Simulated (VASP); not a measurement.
A run of VASP 6.6.1 is set up as follows.

File INCAR:

```
PREC = Accurate
ENCUT = 520
EDIFF = 1E-6
ISMEAR = -1
SIGMA = 0.05
LREAL = F
LASPH = T
NELM = 150
ALGO = Normal
ISIF = 2
LWAVE = F
LCHARG = F
LMAXMIX = 4
LDAU = T
LDAUTYPE = 2
LDAUL = 2 -1
LDAUU = 1 0
LDAUJ = 0 0
LDAUPRINT = 1
GGA = PS
NBANDS = 56
```

The input KPOINTS:

```
Automatic mesh
0
Gamma
  5 8 4
```

POSCAR

```
HfO2
1.0
    5.5342157500      0.0000000000      0.0000000000
    0.0000000000      3.3039376318      0.0000000000
    0.0000000000      0.0000000000      6.4659403543
Hf O
4 8
Direct
    0.7473820742      0.7500000000      0.6103134768
    0.2526179258      0.2500000000      0.3896865232
    0.2473820742      0.7500000000      0.8896865232
    0.7526179258      0.2500000000      0.1103134768
    0.6402083828      0.2500000000      0.4249726543
    0.3597916172      0.7500000000      0.5750273457
    0.1402083828      0.2500000000      0.0750273457
    0.8597916172      0.7500000000      0.9249726543
    0.5228836377      0.2500000000      0.8397271823
    0.4771163623      0.7500000000      0.1602728177
    0.0228836377      0.2500000000      0.6602728177
    0.9771163623      0.7500000000      0.3397271823
```

Potentials or basis: VASP PAW PBE potentials, release 64 (Hf_pv, O).

Launch:

```sh
$ cat potpaw_PBE.64/Hf_pv/POTCAR potpaw_PBE.64/O/POTCAR > POTCAR
$ mpirun -np 1 vasp_std > vasp.out
```

Q: Estimate the largest force.

A: 0.019 eV/Å.

Q: Estimate the pressure.

A: -1.7 GPa.

Q: What does it give for the band gap on the k mesh?

A: 3.37 eV, direct.

Eigenvalues of the final occupation matrices:
```csv
site,spin,trace,eigenvalues
site 1 d,1,0.74,0.11 0.13 0.16 0.17 0.18
site 1 d,2,0.74,0.11 0.13 0.16 0.17 0.18
site 2 d,1,0.74,0.11 0.13 0.16 0.17 0.18
site 2 d,2,0.74,0.11 0.13 0.16 0.17 0.18
site 3 d,1,0.74,0.11 0.13 0.16 0.17 0.18
site 3 d,2,0.74,0.11 0.13 0.16 0.17 0.18
site 4 d,1,0.74,0.11 0.13 0.16 0.17 0.18
site 4 d,2,0.74,0.11 0.13 0.16 0.17 0.18
```

Caveat: the PAW data sets were made with another functional, which shifts forces and pressure a little; spin-orbit coupling is left out, which moves the levels of the heavy elements. A k mesh can miss the band edges.
